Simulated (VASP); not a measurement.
**Al2SiO5: single point with LDA**

The system is Al2SiO5.

```
Al Si O
1.0
     7.71870    0.00000    0.00000
     0.00000    7.84018    0.00000
     0.00000    0.00000    5.53089
Al Si O
8 4 20
Cartesian
  0.0000 0.0000 1.3407
  3.8593 3.9201 1.4248
  0.0000 0.0000 4.1902
  3.8593 3.9201 4.1061
  6.7125 2.8363 0.0000
  1.0062 5.0039 0.0000
  2.8532 1.0838 2.7654
  4.8655 6.7564 2.7654
  1.8937 1.9608 0.0000
  5.8250 5.8794 0.0000
  5.7530 1.9593 2.7654
  1.9657 5.8809 2.7654
  0.5935 6.7597 0.0000
  7.1252 1.0805 0.0000
  4.4529 5.0006 2.7654
  3.2658 2.8396 2.7654
  0.5764 6.7528 2.7654
  7.1423 1.0874 2.7654
  4.4357 5.0074 0.0000
  3.2830 2.8327 0.0000
  0.7930 3.1405 0.0000
  6.9257 4.6996 0.0000
  4.6524 0.7795 2.7654
  3.0663 7.0606 2.7654
  1.7626 1.0308 1.3296
  5.9561 6.8094 1.3296
  5.6220 2.8893 1.4358
  2.0967 4.9509 1.4358
  5.9561 6.8094 4.2012
  1.7626 1.0308 4.2012
  2.0967 4.9509 4.0951
  5.6220 2.8893 4.0951
```

| Quantity | Value |
| --- | --- |
| Program | VASP 6.6.1 |
| Task | single point |
| Functional | LDA |
| Potentials or basis | VASP PAW LDA potentials, release 64 (Al, Si, O) |
| Cutoff | 520 eV |
| k mesh | 4 × 4 × 4 |
| Occupations | gaussian, width 0.02 eV |
| Spin | no spin polarisation |
| Dipole correction | no |
| Further INCAR settings | LREAL = Auto; ALGO = Normal; EDIFF = 1e-06; NBANDS = 102 |

The pressure is 0.8 GPa. The largest force is 0.077 eV/Å and the band gap on the k mesh is 4.97 eV.

Forces on the atoms (eV/Å):
```
Al   0.000  0.000  0.059
Al   0.000  0.000 -0.059
Al   0.000  0.000 -0.059
Al   0.000  0.000  0.059
Al  -0.007  0.031  0.000
Al   0.007 -0.031  0.000
Al  -0.007 -0.031  0.000
Al   0.007  0.031  0.000
Si   0.006 -0.016  0.000
Si  -0.006  0.016  0.000
Si   0.006  0.016  0.000
Si  -0.006 -0.016  0.000
O    0.022 -0.023  0.000
O   -0.022  0.023  0.000
O    0.022  0.023  0.000
O   -0.022 -0.023  0.000
O   -0.055  0.019  0.000
O    0.055 -0.019  0.000
O   -0.055 -0.019  0.000
O    0.055  0.019  0.000
O   -0.040  0.049  0.000
O    0.040 -0.049  0.000
O   -0.040 -0.049  0.000
O    0.040  0.049  0.000
O   -0.027 -0.054  0.047
O    0.027  0.054  0.047
O   -0.027  0.054 -0.047
O    0.027 -0.054 -0.047
O    0.027  0.054 -0.047
O   -0.027 -0.054 -0.047
O    0.027 -0.054  0.047
O   -0.027  0.054  0.047
```

Stress tensor (GPa, compression positive):
```
0.60 0.00 0.00
0.00 0.92 0.00
0.00 0.00 0.89
```

Levels at points of the mesh, in eV from the valence-band top:
| k point | band 76 | band 77 | band 78 | band 79 | band 80 | band 81 | band 82 | band 83 | band 84 | band 85 |
| --- | --- | --- | --- | --- | --- | --- | --- | --- | --- | --- |
| (0.00, 0.00, 0.00) | -0.57 | -0.52 | -0.39 | -0.19 | 0.00 | 4.97 | 7.03 | 7.70 | 7.77 | 7.95 |
| (0.50, 0.00, 0.00) | -0.64 | -0.38 | -0.38 | -0.21 | -0.21 | 6.06 | 6.06 | 7.92 | 7.92 | 8.41 |
| (0.00, 0.50, 0.00) | -0.54 | -0.40 | -0.40 | -0.34 | -0.34 | 5.98 | 5.98 | 7.54 | 7.54 | 8.14 |
| (0.50, 0.50, 0.00) | -0.64 | -0.31 | -0.31 | -0.25 | -0.25 | 6.53 | 6.53 | 7.02 | 7.02 | 8.58 |
| (0.00, 0.00, 0.50) | -0.70 | -0.42 | -0.42 | -0.13 | -0.13 | 6.77 | 6.77 | 7.89 | 7.89 | 8.32 |
| (0.50, 0.00, 0.50) | -0.94 | -0.38 | -0.38 | -0.13 | -0.13 | 6.99 | 6.99 | 7.73 | 7.73 | 8.51 |
| (0.00, 0.50, 0.50) | -0.77 | -0.30 | -0.30 | -0.27 | -0.27 | 6.94 | 6.94 | 7.53 | 7.53 | 8.61 |
| (0.50, 0.50, 0.50) | -0.74 | -0.30 | -0.30 | -0.28 | -0.28 | 7.15 | 7.15 | 7.79 | 7.79 | 8.10 |

Run time: 10 min on 1 thread of Intel(R) Xeon(R) 6975P-C (Granite Rapids), on a shared host, peak memory 0.67 GiB.

A k mesh can miss the band edges. Expect the measured gap to be larger: semilocal functionals such as LDA lack the derivative discontinuity.
